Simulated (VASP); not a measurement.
# Ga2SnSe4 in VASP: notebook, part 2 of 2

VASP 6.6.1. Earlier steps stand in the parts before.

### 3 Single point, PBE

This run uses another cell than the first one, of 27.29 Å³/atom, 1.027 times its volume.

The input, INCAR:

```
PREC = Accurate
ENCUT = 520
EDIFF = 1E-6
ISMEAR = 0
SIGMA = 0.1
LREAL = False
LASPH = True
NELM = 100
ALGO = Normal
ISIF = 2
LWAVE = False
LCHARG = False
GGA = PE
NBANDS = 41
```

The input, KPOINTS:

```
regular mesh
0
Gamma
  4 4 4
```

The input, POSCAR:

```
Ga2SnSe4
1.0
   -3.8741496269      3.8673132484      3.1966469788
    3.8635376837     -3.8683735701      3.1838847586
    3.8751440098      3.8696684436     -3.1973967536
Ga Sn Se
2 1 4
Direct
   -0.0121286401      0.4879203790      0.4999211399
    0.4878076668     -0.0115863911      0.5003698888
    0.0752483699      1.0737382277     -0.0005611577
    0.0725898308      0.9146222038      0.5117871050
    0.4017656847      0.5605380540      0.4884271005
    0.9148206877      0.4030498512      0.8415755219
    0.5598964002      0.0717176752      0.1584804016
```

Potentials or basis: VASP PAW PBE potentials, release 64 (Ga_d, Sn_d, Se).

On the command line:

```bash
cat potpaw_PBE.64/Ga_d/POTCAR potpaw_PBE.64/Sn_d/POTCAR potpaw_PBE.64/Se/POTCAR > POTCAR
mpirun -np 1 vasp_std > vasp.out
```

OUTCAR:

```text
PREC = Accurate
   ENCUT = 520
   EDIFF = 1E-6
   ISMEAR = 0
   LREAL = False
   LASPH = True
   NELM = 100
   ISIF = 2
   GGA = PE

 ion  position               nearest neighbor table
   1  0.988  0.488  0.500-   5 2.46   4 2.46   7 2.46   6 2.46
   2  0.488  0.988  0.500-   6 2.45   7 2.46   5 2.46   4 2.46
   3  0.075  0.074  0.999-   7 2.99   4 2.99   5 3.00   6 3.00
   4  0.073  0.915  0.512-   1 2.46   2 2.46   3 2.99
   5  0.402  0.561  0.488-   1 2.46   2 2.46   3 3.00
   6  0.915  0.403  0.842-   2 2.45   1 2.46   3 3.00
   7  0.560  0.072  0.158-   2 2.46   1 2.46   3 2.99

  LATTYP: Found a triclinic cell.
 ALAT       =     6.3267969516
 B/A-ratio  =     1.2228908010
 C/A-ratio  =     1.0084946141
 COS(alpha) =     0.0002633021
 COS(beta)  =     0.5023232849
 COS(gamma) =     0.6113971317

  Lattice vectors:

 A1 = (  -3.8635376837,   3.8683735701,  -3.1838847586)
 A2 = (   0.0009943829,   7.7369816920,  -0.0007497748)
 A3 = (   0.0106119432,   0.0010603217,  -6.3805317374)

Analysis of symmetry for initial positions (statically):
[... 179 lines left out ...]
  free energy    TOTEN  =       -27.29981027 eV

  energy without entropy =      -27.29981027  energy(sigma->0) =      -27.29981027

 E-fermi :   2.8824     XC(G=0):  -8.9578

 val. band max:        2.3861372737   @ k =  -0.2500   0.2500  -0.0000
 cond. band min:       4.1031405602   @ k =   0.5000   0.5000   0.5000
 fundamental gap:      1.7170032866
 Fermi energy:         2.8823650581

 k-point     1 :       0.0000    0.0000    0.0000
  band No.  band energies     occupation
      1     -18.4784      2.00000
      2     -18.4621      2.00000
      3     -18.4619      2.00000
      4     -18.4379      2.00000
      5     -18.4288      2.00000
      6     -11.9333      2.00000
[... 1045 lines left out ...]
     40       8.4460      0.00000
     41       8.5359      0.00000

 [... further k-points ...]
[... 5 lines left out ...]
  --------------------------------------------------------------------------------------
  -------------------------------------------------------------------------------------
  Total        0.1398114      0.1429546      0.0692783     -0.0083025      0.0124279      0.0400411
  in kB        1.1727053      1.1990700      0.5810907     -0.0696394      0.1042421      0.3358552
  external PRESSURE =       0.9842887 kB  Pullay stress =       0.0000000 kB

 VOLUME and BASIS-vectors are now :
 -----------------------------------------------------------------------------
  energy-cutoff  :      520.00
  volume of cell :      191.01
      direct lattice vectors                 reciprocal lattice vectors
    -3.874149627  3.867313248  3.196646979     0.000252059  0.129264527  0.156748650
     3.863537684 -3.868373570  3.183884759     0.129495002 -0.000001434  0.156942122
     3.875144010  3.869668444 -3.197396754     0.129199765  0.129232787  0.000236358

 POSITION                                       TOTAL-FORCE (eV/Angst)
 -----------------------------------------------------------------------------------
     -0.00480      3.86748      3.11291         0.000940      0.000020      0.008866
      3.86794     -0.00078      3.10646        -0.003810     -0.000657      0.008573
      3.86634      3.87326     -2.72029         0.004772     -0.003623     -0.011289
      5.23570     -1.27693      1.50771         0.011251      0.000849     -0.002937
      2.50188      1.27543      1.50730        -0.014064      0.000622      0.000211
      1.27427      5.23537      1.51677         0.001924      0.012169     -0.002004
     -1.27790      2.50113      1.51141        -0.001013     -0.009379     -0.001421
 -----------------------------------------------------------------------------------
    total drift:                                0.000207     -0.000046      0.000166

  FREE ENERGIE OF THE ION-ELECTRON SYSTEM (eV)
  ---------------------------------------------------
  free  energy   TOTEN  =       -27.2998102659 eV

  energy  without entropy=      -27.2998102659  energy(sigma->0) =      -27.29981027
```

stdout:

```text
POSCAR found type information on POSCAR GaSnSe
 POSCAR found :  3 types and       7 ions
 scaLAPACK will be used
 LDA part: xc-table for (Slater+PW92), standard interpolation
 POSCAR, INCAR and KPOINTS ok, starting setup
 FFT: planning ... GRIDC
 FFT: planning ... GRID_SOFT
 FFT: planning ... GRID
 WAVECAR not read
 entering main loop
```

Wall time 2.5 min (1 thread of Intel Xeon 6975P-C (Granite Rapids), shared host); peak memory 0.48 GiB.

What came out:

```yaml
Free_energy: -27.2998 eV
Pressure: 0.1 GPa
Largest_force: 0.014 eV/Å
Band_gap_on_the_k_mesh: 1.72 eV, indirect (least direct gap 1.74 eV)
```

Forces in eV/Å, atoms in the order of the input:
```
Ga   0.001  0.000  0.009
Ga  -0.004 -0.001  0.009
Sn   0.005 -0.004 -0.011
Se   0.011  0.001 -0.003
Se  -0.014  0.001  0.000
Se   0.002  0.012 -0.002
Se  -0.001 -0.009 -0.001
```

Levels at points of the mesh, in eV from the valence-band top:
```
           k point  band 30  band 31  band 32  band 33  band 34  band 35
(0.00, 0.00, 0.00)    -0.41    -0.39    -0.19     2.92     3.49     4.03
(0.50, 0.00, 0.00)    -0.87    -0.38    -0.11     2.25     2.65     2.88
(0.00, 0.50, 0.00)    -0.86    -0.37    -0.10     2.25     2.66     2.87
(0.50, 0.50, 0.00)    -0.68    -0.48    -0.04     2.32     2.53     2.77
(0.00, 0.00, 0.50)    -0.68    -0.48    -0.04     2.32     2.53     2.77
(0.50, 0.00, 0.50)    -0.88    -0.38    -0.12     2.26     2.63     2.88
(0.00, 0.50, 0.50)    -0.87    -0.37    -0.11     2.25     2.64     2.87
(0.50, 0.50, 0.50)    -0.92    -0.07    -0.03     1.72     2.86     2.98
```

Caveat: spin-orbit coupling is left out, which moves the levels of the heavy elements. A k mesh can miss the band edges.

### 4 Single point, PBE

This run uses another cell than the first one, of 27.38 Å³/atom, 1.031 times its volume.

The input, INCAR:

```
ALGO = Normal
EDIFF = 1E-6
ENCUT = 520
GGA = PE
ISIF = 2
ISMEAR = 0
LASPH = True
LCHARG = False
LREAL = False
LWAVE = False
NBANDS = 41
NELM = 100
PREC = Accurate
SIGMA = 0.02
```

The input, KPOINTS:

```
k-points
0
Gamma
  6 6 6
```

The input, POSCAR:

```
Ga2SnSe4
1.0
   -3.8772144869      3.8772144869      3.1877424350
    3.8772144869     -3.8772144869      3.1877424350
    3.8772144869      3.8772144869     -3.1877424350
Ga Sn Se
2 1 4
Direct
    0.5122161976      0.0122161976      0.5000000000
    0.0122161976      0.5122161976      0.5000000000
    0.9258904306      0.9258904306      0.0000000000
    0.4399381379      0.5992644817      0.5134504776
    0.0858140040      0.9264876603      0.4865495224
    0.9264876603      0.4399381379      0.8406736563
    0.5992644817      0.0858140040      0.1593263437
```

On the command line:

```bash
cat potpaw_PBE.64/Ga_d/POTCAR potpaw_PBE.64/Sn_d/POTCAR potpaw_PBE.64/Se/POTCAR > POTCAR
mpirun -np 1 vasp_std > vasp.out
```

Run time: 2.5 min. Hardware: 1 thread of Intel Xeon 6975P-C (Granite Rapids), shared host; peak memory 0.48 GiB.

The run converged. Its results:

```yaml
Free_energy: -27.3026 eV
Pressure: 0.1 GPa
Largest_force: 0.026 eV/Å
Band_gap_on_the_k_mesh: 1.69 eV, indirect (least direct gap 1.75 eV)
```

Forces in eV/Å, atoms in the order of the input:
```
Ga   0.000  0.000 -0.008
Ga   0.000  0.000 -0.008
Sn   0.000  0.000  0.011
Se  -0.017  0.020  0.001
Se   0.017 -0.020  0.001
Se   0.020  0.017  0.001
Se  -0.020 -0.017  0.001
```

Levels at points of the mesh, in eV from the valence-band top:
```
           k point  band 29  band 30  band 31  band 32  band 33  band 34  band 35  band 36
(0.00, 0.00, 0.00)    -0.44    -0.44    -0.43    -0.22     2.90     3.47     3.99     3.99
(0.50, 0.00, 0.00)    -1.13    -0.90    -0.40    -0.15     2.23     2.61     2.86     3.67
(0.50, 0.50, 0.00)    -1.14    -0.70    -0.50    -0.07     2.29     2.49     2.75     3.59
(0.50, 0.50, 0.50)    -0.97    -0.97    -0.10    -0.06     1.69     2.82     2.95     2.95
```

Caveat: spin-orbit coupling is left out, which moves the levels of the heavy elements.

### 5 Relaxation of shape and atoms at fixed volume, PBE (volume scaled by 0.97)

The input, INCAR:

```
SYSTEM = Ga2SnSe4
PREC = Accurate
ENCUT = 600
EDIFF = 1E-7
ISMEAR = 0
SIGMA = 0.02
LREAL = .False.
LASPH = .True.
NELM = 60
ALGO = Normal
ISIF = 4
LWAVE = .False.
LCHARG = .False.
GGA = PE
IBRION = 2
NSW = 50
EDIFFG = -0.01
```

The input, KPOINTS:

```
Automatic mesh
0
Gamma
  6 6 6
  0 0 0
```

POSCAR: that of step 4 with these lines changed.

```diff
@@ -2,5 +2,5 @@
 1.0
-   -3.8772144869      3.8772144869      3.1877424350
-    3.8772144869     -3.8772144869      3.1877424350
-    3.8772144869      3.8772144869     -3.1877424350
+   -3.8380480264      3.8380480264      3.1555408149
+    3.8380480264     -3.8380480264      3.1555408149
+    3.8380480264      3.8380480264     -3.1555408149
 Ga Sn Se
```

On the command line:

```bash
cat potpaw_PBE.64/Ga_d/POTCAR potpaw_PBE.64/Sn_d/POTCAR potpaw_PBE.64/Se/POTCAR > POTCAR
mpirun -np 1 vasp_std > vasp.out
```

Wall time 34 min (1 thread of AMD EPYC 7R13 (Zen 3), shared host); peak memory 0.54 GiB.

The run converged. Its results:

```yaml
Free_energy: -27.2902 eV
Energy_gained_by_relaxing: 3.0 meV/atom
Ionic_steps: 11
Pressure_after_relaxing: 0.7 GPa
Largest_force_after_relaxing: 0.008 eV/Å
Band_gap_on_the_k_mesh: 1.71 eV, indirect (least direct gap 1.79 eV)
```

Forces in eV/Å, atoms in the order of the input:
```
Ga   0.000  0.000  0.001
Ga   0.000  0.000  0.001
Sn   0.000  0.000 -0.008
Se  -0.003 -0.002  0.002
Se   0.003  0.002  0.002
Se  -0.002  0.003  0.002
Se   0.002 -0.003  0.002
```

The path:
```tsv
step	energy change (eV)	largest force (eV/Å)	pressure (GPa)	volume (Å³)
1	0.0000	0.2770	1.75	185.93
2	-0.0120	0.1433	1.34	185.93
3	-0.0166	0.0900	0.85	185.93
4	-0.0166	0.0909	0.89	185.93
5	-0.0180	0.0694	0.85	185.93
6	-0.0205	0.0208	0.72	185.93
7	-0.0208	0.0106	0.66	185.93
8	-0.0208	0.0124	0.66	185.93
9	-0.0208	0.0109	0.66	185.93
10	-0.0208	0.0102	0.67	185.93
11	-0.0209	0.0075	0.66	185.93
```

Final structure:
```xyz
7
Lattice="-3.8299 3.8299 3.1690 3.8299 -3.8299 3.1690 3.8299 3.8299 -3.1690" Properties=species:S:1:pos:R:3 pbc="T T T"
Ga    0.0000    3.8299    0.0708
Ga    3.8299    0.0000    0.0708
Sn    0.0000    0.0000    5.9074
Se    2.5370    1.3561    1.6596
Se    5.1228   -1.3561    1.6596
Se    1.3561    5.1228    1.6596
Se   -1.3561    2.5370    1.6596
```

Levels at points of the mesh, in eV from the valence-band top:
| k point | band 30 | band 31 | band 32 | band 33 | band 34 | band 35 |
| --- | --- | --- | --- | --- | --- | --- |
| (0.00, 0.00, 0.00) | -0.51 | -0.42 | -0.20 | 2.90 | 3.54 | 4.04 |
| (0.50, 0.00, 0.00) | -0.92 | -0.46 | -0.17 | 2.21 | 2.59 | 2.79 |
| (0.50, 0.50, 0.00) | -0.74 | -0.56 | -0.13 | 2.23 | 2.56 | 2.70 |
| (0.50, 0.50, 0.50) | -0.97 | -0.11 | -0.08 | 1.71 | 2.78 | 2.88 |

Caveat: the cell differs from its parent crystal (volume scaled by 0.97); spin-orbit coupling is left out, which moves the levels of the heavy elements.

### 6 Summary

| task | cell | k mesh | cutoff (eV) | smearing | gap on the mesh (eV) | pressure (GPa) | largest force (eV/Å) |
| --- | --- | --- | --- | --- | --- | --- | --- |
| single point | a = 6.275 Å, angles 104.8, 104.8, 119.3°, 7 atoms | 6 × 6 × 6 | 520 | gaussian 0.02 eV | 1.71 | 0.8 | 0.03 |
| single point | a = 6.339, b = 6.327, c = 6.341 Å, angles 104.7, 104.8, 119.5°, 7 atoms | 4 × 4 × 4 | 520 | gaussian 0.1 eV | 1.72 | 0.1 | 0.01 |
| single point | a = 6.342 Å, angles 104.6, 104.6, 119.7°, 7 atoms | 6 × 6 × 6 | 520 | gaussian 0.02 eV | 1.69 | 0.1 | 0.03 |
| relaxation of shape and atoms at fixed volume | relaxed from a = 6.278 Å, angles 104.6, 104.6, 119.7°, 7 atoms | 6 × 6 × 6 | 600 | gaussian 0.02 eV | 1.71 | 0.7 | 0.01 |

Alike in all rows: level PBE; potentials or basis VASP PAW PBE potentials, release 64 (Ga_d, Sn_d, Se); no spin polarisation.

Caveats: spin-orbit coupling is left out, which moves the levels of the heavy elements.

Total energies depend on the potentials used, so only differences within one code and one set of settings carry meaning.
